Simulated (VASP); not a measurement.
Write the native input for VASP 6.6.1 that does the following.

```
Task                   : single point
Functional             : RPBE
Potentials or basis    : VASP PAW PBE potentials, release 64 (Cr_pv)
Cutoff                 : 520 eV
k mesh                 : 17 × 17 × 17
Occupations            : fermi-dirac, width 0.1 eV
Spin                   : no spin polarisation
Dipole correction      : no
Further INCAR settings : ALGO = Normal; EDIFF = 1e-06; NBANDS = 12
```

The structure of Cr lies in POSCAR:

```
Cr
1.0
    0.0000000000      1.8726433861      1.8726433861
    1.8726433861      0.0000000000      1.8726433861
    1.8726433861      1.8726433861      0.0000000000
Cr
1
Direct
    0.0000000000      0.0000000000      0.0000000000
```

This cell differs from its parent crystal: volume scaled by 1.08.

The input as run:

INCAR

```
PREC = Accurate
ENCUT = 520
EDIFF = 1E-6
ISMEAR = -1
SIGMA = 0.1
LREAL = False
LASPH = True
NELM = 80
ALGO = Normal
ISIF = 2
LWAVE = False
LCHARG = False
GGA = RP
NBANDS = 12
```

KPOINTS

```
Automatic mesh
0
Gamma
  17 17 17
```

Potentials or basis: VASP PAW PBE potentials, release 64 (Cr_pv).

Command:

```bash
$ cat potpaw_PBE.64/Cr_pv/POTCAR > POTCAR
$ mpirun -np 1 vasp_std > vasp.out
```

Results of the run:

```json
{
 "Pressure": "-14.8 GPa",
 "Band gap on the k mesh": "zero (band 6 reaches 11.31 eV, above the bottom of band 7 at 8.78 eV)"
}
```

Caveat: the PAW data sets were made with another functional, which shifts forces and pressure a little; the run has no spin polarisation, though such a crystal can be magnetic.

It took 20 s on 1 thread of AMD EPYC 7R43 64-Core Processor (Zen 3) (shared host), peak memory 0.11 GiB.
